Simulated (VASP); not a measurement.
# CrCuO2 (R-3m) in VASP: further runs

Runs on CrCuO2. Level: PBE. Tasks: single point.

Everything below comes from runs of VASP 6.6.1. Logs are shortened: lines on timing, memory, paths and dates and some standing lists are left out, and cuts for length are marked.

### Step 1. The cell of the first run

It takes space group R-3m (No. 166, trigonal). Conventional cell: a = 3.013 Å, b = 3.013 Å, c = 16.938 Å, α = 90.00°, β = 90.00°, γ = 120.00°. Cr (site symmetry -3m) has 6 O at 2.00 Å within 2.6 Å. Within 2.4 Å of Cu (site symmetry -3m) lie 2 O at 1.84 Å. O (site symmetry 3m) has 1 Cu at 1.84 Å and 3 Cr at 2.00 Å within 2.4 Å.

### Step 2. Single point, PBE, non-collinear spin, typed start, spin-orbit coupling

File INCAR:

```
PREC = Accurate ; ENCUT = 600
EDIFF = 1E-6 ; ISMEAR = 0
SIGMA = 0.05 ; LREAL = F
LASPH = T ; NELM = 200
ALGO = Normal ; ISIF = 2
LWAVE = F ; LCHARG = T
MAGMOM = 0 0 2.87 0 0 0.05 0 0 0 0 0 0 ; LORBIT = 11
LSORBIT = T ; GGA_COMPAT = F
LORBMOM = T ; LMAXMIX = 4
GGA = PE ; LVHAR = T
NBANDS = 49 ; KPAR = 4
```

File KPOINTS:

```
regular mesh
0
Gamma
  10 10 10
```

File POSCAR:

```
CrCuO2
1.0
    1.5063689681      0.8697025294      5.6459639028
   -1.5063689681      0.8697025294      5.6459639028
    0.0000000000     -1.7394050583      5.6459639029
Cr Cu O
1 1 2
Direct
    0.5000000000      0.5000000000      0.5000000000
    0.0000000000      0.0000000000      0.0000000000
    0.1084413019      0.1084413019      0.1084413019
    0.8915586981      0.8915586981      0.8915586981
```

Potentials or basis: VASP PAW PBE potentials, release 64 (Cr_pv, Cu, O).

Run with:

```
$ cat potpaw_PBE.64/Cr_pv/POTCAR potpaw_PBE.64/Cu/POTCAR potpaw_PBE.64/O/POTCAR > POTCAR
$ mpirun -np 4 vasp_ncl > vasp.out
```

OUTCAR:

```text
PREC = Accurate
   ENCUT = 600
   EDIFF = 1E-6
   ISMEAR = 0
   LREAL = F
   LASPH = T
   NELM = 200
   ISIF = 2
   LORBIT = 11
   LSORBIT = T
   GGA = PE

 ion  position               nearest neighbor table
   1  0.500  0.500  0.500-   3 2.00   4 2.00   3 2.00   3 2.00   4 2.00   4 2.00
   2  0.000  0.000  0.000-   3 1.84   4 1.84
   3  0.108  0.108  0.108-   2 1.84   1 2.00   1 2.00   1 2.00
   4  0.892  0.892  0.892-   2 1.84   1 2.00   1 2.00   1 2.00

  LATTYP: Found a trigonal (rhomboedric) cell.
 ALAT       =     5.9078285647
 COS(alpha) =     0.8699719804

  Lattice vectors:

 A1 = (   1.5063689681,   0.8697025294,   5.6459639028)
 A2 = (  -1.5063689681,   0.8697025294,   5.6459639028)
 A3 = (   0.0000000000,  -1.7394050583,   5.6459639029)

Analysis of symmetry for initial positions (statically):
=====================================================================
 Subroutine PRICEL returns:
 Original cell was already a primitive cell.

 Routine SETGRP: Setting up the symmetry group for a
 trigonal (rhombohedral) supercell.

 Subroutine GETGRP returns: Found 12 space group operations
 (whereof 12 operations were pure point group operations)
 out of a pool of 12 trial point group operations.

The static configuration has the point symmetry D_3d.

Analysis of symmetry for dynamics (positions and initial velocities):
=====================================================================
 Subroutine PRICEL returns:
 Original cell was already a primitive cell.

 Routine SETGRP: Setting up the symmetry group for a
 trigonal (rhombohedral) supercell.

 Subroutine GETGRP returns: Found 12 space group operations
 (whereof 12 operations were pure point group operations)
 out of a pool of 12 trial point group operations.

The dynamic configuration has the point symmetry D_3d.

Analysis of structural, dynamic, and magnetic symmetry:
=====================================================================
 Subroutine PRICEL returns:
 Original cell was already a primitive cell.

 Routine SETGRP: Setting up the symmetry group for a
 trigonal (rhombohedral) supercell.

 Subroutine GETGRP returns: Found  6 space group operations
 (whereof  6 operations were pure point group operations)
 out of a pool of 12 trial point group operations.

The overall configuration has the point symmetry S_6 .

 Subroutine INISYM returns: Found  6 space group operations
 (whereof  6 operations are pure point group operations),
[... 1385 lines left out ...]
 -----------------------------------------------------------------------------------
    total drift:                                0.000000      0.000000      0.000000

  FREE ENERGIE OF THE ION-ELECTRON SYSTEM (eV)
  ---------------------------------------------------
  free  energy   TOTEN  =       -28.9149434099 eV

  energy  without entropy=      -28.9149434099  energy(sigma->0) =      -28.91494341

 orbital moment (x)

 # of ion     p       d       tot
 ----------------------------------------
  1         0.000   0.000   0.000
  2         0.000  -0.000  -0.000
  3         0.000   0.000   0.000
  4         0.000   0.000   0.000
 ----------------------------------------
            0.000   0.000   0.000

 orbital moment (y)

 # of ion     p       d       tot
 ----------------------------------------
  1        -0.000  -0.000  -0.000
  2         0.000   0.000   0.000
  3         0.000   0.000   0.000
  4         0.000   0.000   0.000
 ----------------------------------------
            0.000  -0.000  -0.000

 orbital moment (z)

 # of ion     p       d       tot
 ----------------------------------------
  1        -0.000  -0.030  -0.030
  2         0.000   0.000   0.000
  3         0.001   0.000   0.001
  4         0.001   0.000   0.001
 ----------------------------------------
            0.002  -0.030  -0.027

 Spin-Orbit-Coupling matrix elements

 Ion:    1  E_soc:     -0.0211093
 l=   1
     0.0000000    -0.0029511    -0.0029395
    -0.0029511     0.0000000    -0.0029511
    -0.0029395    -0.0029511     0.0000000
 l=   2
     0.0000000    -0.0000943     0.0000000    -0.0000943    -0.0003439
    -0.0000943     0.0000000    -0.0004238    -0.0001443    -0.0000943
     0.0000000    -0.0004238     0.0000000    -0.0004238     0.0000000
    -0.0000943    -0.0001443    -0.0004238     0.0000000    -0.0000943
    -0.0003439    -0.0000943     0.0000000    -0.0000943     0.0000000
 l=   3
     0.0000000     0.0000000     0.0000000     0.0000000     0.0000000     0.0000000     0.0000000
     0.0000000     0.0000000     0.0000000     0.0000000     0.0000000     0.0000000     0.0000000
     0.0000000     0.0000000     0.0000000     0.0000000     0.0000000     0.0000000     0.0000000
     0.0000000     0.0000000     0.0000000     0.0000000     0.0000000     0.0000000     0.0000000
[... 49 lines left out ...]
 l=   2
     0.0000000     0.0000000     0.0000000     0.0000000     0.0000000
     0.0000000     0.0000000     0.0000000     0.0000000     0.0000000
     0.0000000     0.0000000     0.0000000     0.0000000     0.0000000
     0.0000000     0.0000000     0.0000000     0.0000000     0.0000000
     0.0000000     0.0000000     0.0000000     0.0000000     0.0000000
 l=   3
     0.0000000     0.0000000     0.0000000     0.0000000     0.0000000     0.0000000     0.0000000
     0.0000000     0.0000000     0.0000000     0.0000000     0.0000000     0.0000000     0.0000000
     0.0000000     0.0000000     0.0000000     0.0000000     0.0000000     0.0000000     0.0000000
     0.0000000     0.0000000     0.0000000     0.0000000     0.0000000     0.0000000     0.0000000
     0.0000000     0.0000000     0.0000000     0.0000000     0.0000000     0.0000000     0.0000000
     0.0000000     0.0000000     0.0000000     0.0000000     0.0000000     0.0000000     0.0000000
     0.0000000     0.0000000     0.0000000     0.0000000     0.0000000     0.0000000     0.0000000

 total charge

# of ion       s       p       d       tot
------------------------------------------
    1        0.290   6.333   4.080  10.704
    2        0.435   0.321   9.217   9.974
    3        1.550   3.500   0.000   5.050
    4        1.550   3.500   0.000   5.050
--------------------------------------------------
tot          3.824  13.655  13.297  30.777

 magnetization (x)

# of ion       s       p       d       tot
------------------------------------------
    1        0.000   0.000   0.000   0.000
    2        0.000   0.000   0.000   0.000
    3        0.000   0.000   0.000   0.000
    4        0.000   0.000   0.000   0.000
--------------------------------------------------
tot          0.000   0.000   0.000   0.000

 magnetization (y)

# of ion       s       p       d       tot
------------------------------------------
    1        0.000   0.000   0.000   0.000
    2        0.000   0.000   0.000   0.000
    3       -0.000  -0.000   0.000  -0.000
    4       -0.000  -0.000   0.000  -0.000
--------------------------------------------------
tot          0.000   0.000   0.000   0.000

 magnetization (z)

# of ion       s       p       d       tot
------------------------------------------
    1        0.031   0.027   2.783   2.841
    2        0.019   0.008   0.001   0.028
    3       -0.001  -0.005   0.000  -0.006
    4       -0.001  -0.005   0.000  -0.006
--------------------------------------------------
tot          0.047   0.026   2.784   2.857
```

stdout:

```text
POSCAR found type information on POSCAR CrCuO
 POSCAR found :  3 types and       4 ions
 scaLAPACK will be used
 LDA part: xc-table for (Slater+PW92), standard interpolation
 POSCAR, INCAR and KPOINTS ok, starting setup
 FFT: planning ... GRIDC
 FFT: planning ... GRID_SOFT
 FFT: planning ... GRID
 WAVECAR not read
 entering main loop
```

It took 18 min on 4 MPI ranks of Intel Xeon 6975P-C (Granite Rapids), shared host; peak memory 1.2 GiB.

What came out:

- Free energy: -28.9149 eV
- Pressure: 2.9 GPa
- Largest force: 0.113 eV/Å
- Net moment: 3.00 μB per cell
- Valence electrons inside the program's atomic spheres: Cr 10.70; Cu 9.97; O 5.05

Forces on the atoms (eV/Å):
```
Cr   0.000  0.000  0.000
Cu   0.000  0.000  0.000
O    0.000  0.000  0.113
O    0.000  0.000 -0.113
```

Moments on the atoms (μB; x, y, z):
```
Cr   0.00  0.00  2.84
Cu   0.00  0.00  0.03
O    0.00  0.00 -0.01
O    0.00  0.00 -0.01
```

### Step 3. Single point, PBE, non-collinear spin, typed start, spin-orbit coupling

This run uses another cell than the first one, of 11.21 Å³/atom, 1.010 times its volume.

File INCAR:

```
SYSTEM = CrCuO2
PREC = Accurate ; ENCUT = 600
EDIFF = 1E-6 ; ISMEAR = 0
SIGMA = 0.05 ; LREAL = .FALSE.
LASPH = .TRUE. ; NELM = 200
ALGO = Normal ; ISIF = 2
LWAVE = .FALSE. ; LCHARG = .FALSE.
MAGMOM = 0 0 2.87 0 0 0.05 0 0 0 0 0 0 ; LORBIT = 11
LSORBIT = .TRUE. ; GGA_COMPAT = .FALSE.
LORBMOM = .TRUE. ; LMAXMIX = 4
GGA = PE ; NBANDS = 49
KPAR = 4
```

File KPOINTS:

```
Automatic mesh
0
G
  10 10 10
  0 0 0
```

File POSCAR:

```
CrCuO2
1.0
    1.5063689681      0.8697025293      5.7029938412
   -1.5063689681      0.8697025293      5.7029938412
    0.0000000000     -1.7394050584      5.7029938413
Cr Cu O
1 1 2
Direct
    0.5000000000      0.5000000000      0.5000000000
    0.0000000000      0.0000000000      0.0000000000
    0.1084413019      0.1084413019      0.1084413019
    0.8915586981      0.8915586981      0.8915586981
```

Potentials or basis: VASP PAW PBE potentials, release 64 (Cr_pv, Cu, O).

Run with:

```
$ cat potpaw_PBE.64/Cr_pv/POTCAR potpaw_PBE.64/Cu/POTCAR potpaw_PBE.64/O/POTCAR > POTCAR
$ mpirun -np 4 vasp_ncl > vasp.out
```

Run time: 17 min. Hardware: 4 MPI ranks of Intel Xeon 6975P-C (Granite Rapids), shared host; peak memory 1.3 GiB.

It converged, with:

```
Free energy                                           : -28.9256 eV
Pressure                                              : 0.6 GPa
Largest force                                         : 0.021 eV/Å
Net moment                                            : 3.00 μB per cell
Valence electrons inside the program's atomic spheres : Cr 10.69; Cu 9.95; O 5.04
```

Forces on the atoms (eV/Å):
```
Cr   0.000  0.000  0.000
Cu   0.000  0.000  0.000
O    0.000  0.000  0.021
O    0.000  0.000 -0.021
```

Stress tensor (GPa, compression positive):
```
0.26 0.00 0.00
0.00 0.26 0.00
0.00 0.00 1.14
```

Moments on the atoms (μB; x, y, z):
```
Cr   0.00  0.00  2.84
Cu   0.00  0.00  0.03
O    0.00  0.00 -0.01
O    0.00  0.00 -0.01
```
